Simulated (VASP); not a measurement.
Runs of VASP 6.6.1 on Hf. The structure is that of space group Pm-3m (No. 221), or close to it. The cells are those of the table. 

```csv
task,cell,k mesh,cutoff (eV),gap on the mesh (eV),pressure (GPa)
single point,"a = 2.956 Å, 1 atom",12 × 12 × 12,520,none,(b)
relaxation of cell and atoms,"relaxed from a = 2.891 Å, 1 atom",11 × 11 × 11,500,none,0.0
single point,"a = 2.994 Å, 1 atom",12 × 12 × 12,520,none,-2.4
single point,"a = 2.916 Å, 1 atom",12 × 12 × 12,520,none,(a)
single point,"a = 2.956 Å, 1 atom",11 × 11 × 11,500,none,0.0
single point,"a = 3.032 Å, 1 atom",12 × 12 × 12,520,none,-4.5
single point,"a = 3.069 Å, 1 atom",12 × 12 × 12,520,none,-6.2
```

Alike in all rows: level BLYP; potentials or basis VASP PAW PBE potentials, release 64 (Hf_pv); no spin polarisation; smearing fermi-dirac 0.1 eV.

Q: Fill in the values left out.

A: (a) 3.1; (b) 0.1.

Caveats: the PAW data sets were made with another functional, which shifts forces and pressure a little; spin-orbit coupling is left out, which moves the levels of the heavy elements.

A k mesh can miss the band edges, and the runs leave out spin-orbit coupling on Hf.

A gap of «none» marks levels without a gap at the run's occupations.
